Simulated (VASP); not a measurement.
Sn2Ir (fluorite type), 9 atoms in the cell. Symmetry: Fm-3m, No. 225, cubic system. Conventional cell: a = 6.304 Å, b = 6.304 Å, c = 6.304 Å, α = 90.00°, β = 90.00°, γ = 90.00°. Ir (site symmetry m-3m) has 8 Sn at 2.73 Å within 3.6 Å. Sn (site symmetry -43m) has 4 Ir at 2.73 Å and 6 Sn at 3.15 Å within 3.6 Å. 

```yaml
Program: VASP 6.6.1
Task: single point
Functional: LDA
Potentials_or_basis: VASP PAW LDA potentials, release 64 (Ir, Sn_d)
Cutoff: 520 eV
k_mesh: 9 × 9 × 3
Occupations: fermi-dirac, width 0.08 eV
Spin: no spin polarisation
Dipole_correction: no
Further_INCAR_settings: ALGO = Normal; EDIFF = 1e-06; NBANDS = 66
```

Potentials or basis: VASP PAW LDA potentials, release 64 (Ir, Sn_d).

Run with:

```bash
$ cat potpaw_LDA.64/Ir/POTCAR potpaw_LDA.64/Sn_d/POTCAR > POTCAR
$ mpirun -np 1 vasp_std > vasp.out
```

Hardware: 1 thread of Intel Xeon 8259CL (shared host).

Problem. Estimate the wall time of this run.

Solution. Run time: 8.9 min on 1 thread of Intel Xeon 8259CL, with other jobs on the host, peak memory 0.44 GiB. Counts: scf iterations 13, k points 31.
